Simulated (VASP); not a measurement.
Wanted: the native input for a VASP 6.6.1 run.

| Quantity | Value |
| --- | --- |
| Task | relaxation of cell and atoms |
| Functional | PBEsol |
| Potentials or basis | VASP PAW PBE potentials, release 64 (Sb) |
| Cutoff | 600 eV |
| k mesh | 12 × 12 × 12 |
| Occupations | fermi-dirac, width 0.05 eV |
| Spin | no spin polarisation |
| Target pressure | 10 GPa |
| Dipole correction | no |
| Further INCAR settings | ALGO = Normal; EDIFF = 1e-06; IBRION = 2; EDIFFG = -0.005; NSW = 80; ISIF = 3 |

The structure of Sb lies in POSCAR:

```
Sb
1.0
   -1.5765401831      1.5765401831      2.7119384313
    1.5765401831     -1.5765401831      2.7119384313
    1.5765401831      1.5765401831     -2.7119384313
Sb
1
Direct
    0.0000000000      0.0000000000      0.0000000000
```

These files were run (other wordings do the same):

INCAR

```
PREC = Accurate ; ENCUT = 600
EDIFF = 1E-6 ; ISMEAR = -1
SIGMA = 0.05 ; LREAL = F
LASPH = T ; NELM = 100
ALGO = Normal ; ISIF = 3
LWAVE = F ; LCHARG = F
GGA = PS ; IBRION = 2
NSW = 80 ; EDIFFG = -0.005
PSTRESS = 100.0
```

KPOINTS

```
regular mesh
0
Gamma
  12 12 12
```

Potentials or basis: VASP PAW PBE potentials, release 64 (Sb).

Command:

```bash
$ cat potpaw_PBE.64/Sb/POTCAR > POTCAR
$ mpirun -np 1 vasp_std > vasp.out
```

Results of the run:

```json
{"Relaxed volume": "23.49 Å³/atom", "Relaxed cell": "a = 3.301 Å, b = 3.301 Å, c = 3.301 Å, α = 124.46°, β = 124.46°, γ = 82.43°", "Space group after relaxing (to 0.1 Å)": "I4/mmm (No. 139)", "Energy change on relaxing (the run minimises the enthalpy)": "+73.5 meV/atom", "Ionic steps": "11", "Pressure after relaxing": "10.0 GPa", "Band gap on the k mesh": "zero (an odd number of electrons rules out a gap without spin polarisation)"}
```

Caveat: the cell is relaxed towards a set pressure, so the run minimises the enthalpy, not the energy; the PAW data sets were made with another functional, which shifts forces and pressure a little; spin-orbit coupling is left out, which moves the levels of the heavy elements.

Run time: 3.8 min on 1 thread of Intel Xeon 8259CL, on a shared host, peak memory 0.19 GiB.
